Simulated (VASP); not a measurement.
## MoS2: single point with PBEsol

MoS2:

```
Mo S
1.0
     1.56583    0.90403    6.09484
    -1.56583    0.90403    6.09484
     0.00000   -1.80807    6.09484
Mo S
1 2
Direct
  0.00000 0.00000 0.00000
  0.25000 0.25000 0.25000
  0.41700 0.41700 0.41700
```

```json
{"Program": "VASP 6.6.1", "Task": "single point", "Functional": "PBEsol", "Potentials or basis": "VASP PAW PBE potentials, release 64 (Mo_sv, S)", "Cutoff": "520 eV", "k mesh": "11 × 11 × 11", "Occupations": "methfessel-paxton, width 0.134 eV", "Spin": "no spin polarisation"}
```

The pressure is 4.8 GPa. The largest force is 0.740 eV/Å and the band gap on the k mesh is 0.88 eV (least direct gap 1.97 eV).

Forces on the atoms (eV/Å):
```
Mo   0.000  0.000  0.091
S    0.000  0.000 -0.740
S    0.000  0.000  0.649
```

Stress tensor (GPa, compression positive):
```
3.64 0.00 0.00
0.00 3.64 0.00
0.00 0.00 7.11
```

Levels at points of the mesh, in eV from the valence-band top:
| k point | band 11 | band 12 | band 13 | band 14 | band 15 | band 16 |
| --- | --- | --- | --- | --- | --- | --- |
| (0.00, 0.00, 0.00) | -2.42 | -1.32 | -1.26 | 2.06 | 2.06 | 2.55 |

Run time: 3.5 min on 1 thread of Intel(R) Xeon(R) 6975P-C (Granite Rapids), with other jobs on the host, peak memory 0.39 GiB.

Caveat: the cell stands under pressure; the PAW data sets were made with another functional, which shifts forces and pressure a little; an odd mesh through Γ misses points on the zone boundary, where band edges can lie.
